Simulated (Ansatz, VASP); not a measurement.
## PbO2 in VASP and in Ansatz

Contents of INCAR:

```
PREC = Accurate
ENCUT = 520
EDIFF = 1E-6
ISMEAR = -1
SIGMA = 0.05
LREAL = False
LASPH = True
NELM = 60
ALGO = Normal
ISIF = 2
LWAVE = False
LCHARG = False
NBANDS = 20
```

KPOINTS

```
Automatic mesh
0
Gamma
  9 9 9
```

Contents of POSCAR:

```
PbO2
1.0
    0.0000000000      2.6654741181      2.6654741181
    2.6654741181      0.0000000000      2.6654741181
    2.6654741181      2.6654741181      0.0000000000
Pb O
1 2
Direct
    0.0000000000      0.0000000000      0.0000000000
    0.7500000000      0.7500000000      0.7500000000
    0.2500000000      0.2500000000      0.2500000000
```

File input.yaml:

```yaml
crystal:
  lattice:
    - [0.0, 2.6654741181, 2.6654741181]
    - [2.6654741181, 0.0, 2.6654741181]
    - [2.6654741181, 2.6654741181, 0.0]
  atoms:
    - { symbol: Pb, position: [0.0, 0.0, 0.0] }
    - { symbol: O, position: [0.75, 0.75, 0.75] }
    - { symbol: O, position: [0.25, 0.25, 0.25] }
kpoints:
  mp_grid: { grid: [9, 9, 9] }
scf:
  occupations: { method: fermi_dirac, width: 0.05 }
hamiltonian:
  xc: lda
  pseudopotentials: { kind: all_electron, lapw: { basis_error: 0.002 } }
output:
  forces: true
  stress: true
  eigenvalues: true
```

Change from the starting cell: volume scaled by 0.96.

Alike in both runs: task single point; functional LDA; k mesh 9 × 9 × 9; occupations fermi-dirac, width 0.05 eV; no spin polarisation.

|  | VASP | Ansatz |
| --- | --- | --- |
| version | VASP 6.6.1 | Ansatz 0.2.0 |
| potentials or method | VASP PAW LDA potentials, release 64 (Pb_d, O), cutoff 520 eV | all-electron LAPW, scalar-relativistic |

|  | VASP | Ansatz | Ansatz less VASP |
| --- | --- | --- | --- |
| gap on the k mesh at the Fermi level (eV) | none | none | - |
| pressure (GPa) | -4.3 | -4.6 | -0.30 |

LDA's correlation is that of Perdew and Zunger in VASP and of Perdew and Wang (1992) in Ansatz. A gap of «none» marks a metal or a gap that the smearing closes. Ansatz ran all-electron here, and VASP with PAW potentials.

Spin-orbit coupling is off throughout.
